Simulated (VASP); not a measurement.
Write the native input for VASP 6.6.1 that does the following.

| Item | Value |
| --- | --- |
| Task | single point |
| Functional | PBE |
| Potentials or basis | VASP PAW PBE potentials, release 64 (Co, O) |
| Cutoff | 520 eV |
| k mesh | 12 × 12 × 6 |
| Occupations | gaussian, width 0.03 eV |
| Spin | collinear spin, antiferromagnetic start |
| Starting moments | [-2.32, 2.32, 0.17, -0.17] μB |
| Dipole correction | no |
| Further INCAR settings | ALGO = Normal; EDIFF = 1e-06; NBANDS = 27 |

The structure of CoO lies in POSCAR:

```
CoO
1.0
    3.1673863586      0.0000000000      0.0000000000
   -1.5836931793      2.7430370502      0.0000000000
    0.0000000000      0.0000000000      5.2885020630
Co O
2 2
Direct
    0.0000000000      0.0000000000      0.0071360796
    0.3333333333      0.6666666667      0.5071361012
    0.0000000000      0.0000000000      0.3678642996
    0.3333333333      0.6666666667      0.8678645196
```

These files were run (other wordings do the same):

INCAR

```
SYSTEM = CoO
  ALGO = Normal
  EDIFF = 1E-6
  ENCUT = 520
  GGA = PE
  ISIF = 2
  ISMEAR = 0
  ISPIN = 2
  LASPH = .True.
  LCHARG = .True.
  LELF = .True.
  LMAXMIX = 4
  LORBIT = 11
  LREAL = .False.
  LVHAR = .True.
  LWAVE = .False.
  MAGMOM = -2.32 2.32 0.17 -0.17
  NBANDS = 27
  NELM = 150
  PREC = Accurate
  SIGMA = 0.03
```

KPOINTS

```
k-points
0
Gamma
  12 12 6
  0 0 0
```

Potentials or basis: VASP PAW PBE potentials, release 64 (Co, O).

The run is started by

```sh
$ cat potpaw_PBE.64/Co/POTCAR potpaw_PBE.64/O/POTCAR > POTCAR
$ mpirun -np 1 vasp_std > vasp.out
```

It gave:

- Pressure: -0.1 GPa
- Largest force: 0.005 eV/Å
- Band gap on the k mesh: 0.14 eV (least direct gap 0.23 eV)
- Net moment: 0.00 μB per cell
- Site moments: Co -2.28, +2.28; O +0.15, -0.15 μB
- Valence electrons inside the program's atomic spheres: Co 8.00; O 4.99

It took 2.4 min on 1 thread of Intel(R) Xeon(R) Platinum 8259CL CPU @ 2.50GHz (Skylake/Cascade Lake), on a shared host, peak memory 0.26 GiB.
